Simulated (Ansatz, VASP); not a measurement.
## HfC: VASP beside Ansatz

```
Hf C
1.0
     3.23596    0.00000    0.00000
    -1.61798    2.80242    0.00000
     0.00000    0.00000    2.91328
Hf C
1 1
Cartesian
  0.0000 1.8683 0.0000
  1.6180 0.9341 1.4566
```

Change from the starting cell: species swapped into the YTe type (P-6m2, No. 187).

Alike in both runs: task relaxation of cell and atoms; functional PBE; k mesh 18 × 18 × 18; occupations gaussian, width 0.1 eV; no spin polarisation.

|  | VASP | Ansatz |
| --- | --- | --- |
| version | VASP 6.6.1 | Ansatz 0.2.0 |
| potentials or method | VASP PAW PBE potentials, release 64 (Hf_pv, C), cutoff 600 eV | scalar-relativistic, plane waves, PAW |
| valence electrons in the cell | 14 | 30 |

```tsv
	VASP	Ansatz	Ansatz less VASP
gap on the k mesh at the Fermi level, each at its own relaxed structure (eV)	none	none	-
relaxed volume (Å³/atom)	13.15	13.21	+0.058
relaxed cell length with the largest relative difference (Å)	2.908	2.914	+0.0063
```

A gap of «none» marks a metal or a gap that the smearing closes. VASP's potentials hold 14 valence electrons a cell and Ansatz's 30, so a difference there can come from the potentials and not from the codes.

Neither program's run includes spin-orbit coupling.
